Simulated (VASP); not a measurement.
The system is BaCu3.

```
Ba Cu
1.0
     4.20354    0.00000    0.00000
     0.00000    4.20354    0.00000
     0.00000    0.00000    4.20354
Ba Cu
1 3
Cartesian
  0.0000 0.0000 0.0000
  0.0000 2.1018 2.1018
  2.1018 0.0000 2.1018
  2.1018 2.1018 0.0000
```

| Property | Result |
| --- | --- |
| Program | VASP 6.6.1 |
| Task | relaxation of cell and atoms |
| Functional | PBE |
| Potentials or basis | VASP PAW PBE potentials, release 64 (Ba_sv, Cu) |
| Cutoff | 600 eV |
| k mesh | 4 × 4 × 4 |
| Occupations | gaussian, width 0.1 eV |
| Spin | no spin polarisation |

At the start: pressure 8.6 GPa; volume 18.57 Å³/atom.

Question: Where does the relaxation end?

Answer: Over 4 steps the energy falls by 97.2 meV/atom and the volume is 22.61 Å³/atom (+21.7 %); space group Pm-3m (No. 221, to 0.1 Å) before and after.

Step by step:
```
step  energy change (eV)  largest force (eV/Å)  pressure (GPa)  volume (Å³)
   1              0.0000                0.0000            8.63        74.28
   2             -0.3594                0.0000            2.06        85.56
   3             -0.3879                0.0000           -0.36        91.34
   4             -0.3890                0.0000           -0.02        90.42
```

Final structure:
```xyz
4
Lattice="4.4884 0.0000 0.0000 0.0000 4.4884 0.0000 0.0000 0.0000 4.4884" Properties=species:S:1:pos:R:3 pbc="T T T"
Ba    0.0000    0.0000    0.0000
Cu    0.0000    2.2442    2.2442
Cu    2.2442    0.0000    2.2442
Cu    2.2442    2.2442    0.0000
```

Caveat: the k points lie up to 0.35 Å⁻¹ apart in the final cell, too coarse for converged energies and pressures of a metal; the volume moved by over 15 % at a fixed basis, so the end points are rough.
